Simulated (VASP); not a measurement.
Crystal: BaTiO3.

```
Ba Ti O
1.0
     4.23334    0.00000    0.00000
     0.00000    3.99410    0.00000
     0.00000    0.00000    3.99410
Ba Ti O
1 1 3
Direct
  0.50000 0.50000 0.50000
  0.00000 0.00000 0.00000
  0.50000 0.00000 0.00000
  0.00000 0.50000 0.00000
  0.00000 0.00000 0.50000
```

This cell differs from its parent crystal: uniaxial x strain +6.0%.

Base run:

| Property | Result |
| --- | --- |
| Program | VASP 6.6.1 |
| Functional | PBE |
| Potentials or basis | VASP PAW PBE potentials, release 64 (Ba_sv, Ti_sv, O) |
| Cutoff | 520 eV |
| k mesh | 6 × 6 × 6 |
| Occupations | fermi-dirac, width 0.02 eV |
| Spin | no spin polarisation |

Its results: band gap on the k mesh 1.54 eV, indirect (least direct gap 1.78 eV); pressure -3.7 GPa.

The run is repeated on the same cell with these changes: functional from PBE to r2SCAN; occupations from fermi-dirac, width 0.02 eV to gaussian, width 0.01 eV. What comes out?

Band gap on the k mesh 1.91 eV, indirect (least direct gap 2.16 eV); pressure -6.9 GPa.

Caveats: spin-orbit coupling is left out, which moves the levels of the heavy elements; the PAW data sets were made with another functional, which shifts forces and pressure a little (some runs).

A k mesh can miss the band edges.
